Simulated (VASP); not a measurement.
Crystal: NiO.

```
Ni O
1.0
     0.00000    2.09131    2.09131
     2.09131    0.00000    2.09131
     2.09131    2.09131    0.00000
Ni O
1 1
Direct
  0.00000 0.00000 0.00000
  0.50000 0.50000 0.50000
```

Base run:

| Quantity | Value |
| --- | --- |
| Program | VASP 6.6.1 |
| Functional | PBE |
| Potentials or basis | VASP PAW PBE potentials, release 64 (Ni, O) |
| Cutoff | 520 eV |
| k mesh | 9 × 9 × 9 |
| Occupations | fermi-dirac, width 0.05 eV |
| Spin | collinear spin, ferromagnetic start |
| Starting moments | [2.0, 0.0] μB |
| Fixed moment | 2 μB |

Its results: pressure 7.0 GPa; site moments Ni +1.61; O +0.34 μB.

**Question.** The run is repeated on the same cell with these changes: fixed moment from 2 μB to 0.2 μB; moments at the start from [2.0, 0.0] to [0.2, 0.0]. What comes out?

**Answer.** Pressure -3.2 GPa; site moments Ni +0.17; O +0.03 μB.

Caveats: the total moment is fixed, so each spin has its own Fermi level; the cell stands under pressure (at least some runs); a cell with one magnetic atom can't hold antiferromagnetic order, which such compounds often take (at least some runs); the cell stands under tension (at least some runs).
